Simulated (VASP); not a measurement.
A run of VASP 6.6.1:

The input INCAR:

```
SYSTEM = Hf2C
ALGO = Normal
EDIFF = 1E-6
ENCUT = 520
GGA = PE
ISIF = 2
ISMEAR = 0
LASPH = .True.
LCHARG = .False.
LREAL = .False.
LWAVE = .False.
NBANDS = 19
NELM = 80
PREC = Accurate
SIGMA = 0.1
```

The input KPOINTS:

```
k-points
0
Gamma
  6 6 6
  0 0 0
```

File POSCAR:

```
Hf2C
1.0
    4.2282435300      0.0000000000      0.0000000000
   -2.1141217700      3.6617663100      0.0000000000
    0.0000000000      0.0000000000      3.1520395600
Hf C
2 1
Direct
    0.3333333300      0.6666666700      0.5000000000
    0.6666666700      0.3333333300      0.5000000000
    0.0000000000      0.0000000000      0.0000000000
```

Potentials or basis: VASP PAW PBE potentials, release 64 (Hf_pv, C).

Run with:

```bash
$ cat potpaw_PBE.64/Hf_pv/POTCAR potpaw_PBE.64/C/POTCAR > POTCAR
$ mpirun -np 1 vasp_std > vasp.out
```

Hardware: 1 thread of Intel(R) Xeon(R) 6975P-C (Granite Rapids), with other jobs on the host.

Problem. How long does it take, and how much memory?

Solution. Wall time 10 s on 1 thread of Intel(R) Xeon(R) 6975P-C (Granite Rapids), on a shared host, peak memory 0.17 GiB. Counts: scf iterations 14, k points 28.
